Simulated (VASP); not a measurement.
A run of VASP 6.6.1 is set up as follows.

INCAR

```
PREC = Accurate
ENCUT = 520
EDIFF = 1E-6
ISMEAR = -1
SIGMA = 0.05
LREAL = False
LASPH = True
NELM = 80
ALGO = Normal
ISIF = 2
LWAVE = False
LCHARG = False
GGA = CA
NBANDS = 21
```

File KPOINTS:

```
Automatic mesh
0
Gamma
  13 13 13
```

POSCAR

```
Ge
1.0
    0.0000000000      2.5539989592      2.5539989592
    2.5539989592      0.0000000000      2.5539989592
    2.5539989592      2.5539989592      0.0000000000
Ge
2
Direct
   -0.1250000000     -0.1250000000     -0.1250000000
    0.1250000000      0.1250000000      0.1250000000
```

Potentials or basis: VASP PAW LDA potentials, release 64 (Ge_d).

The run is started by

```console
$ cat potpaw_LDA.64/Ge_d/POTCAR > POTCAR
$ mpirun -np 1 vasp_std > vasp.out
```

Q: Predict the band gap on the k mesh.

A: Zero (band 14 reaches 8.28 eV, above the bottom of band 15 at 8.23 eV).

Q: Predict the pressure.

A: 40.9 GPa.
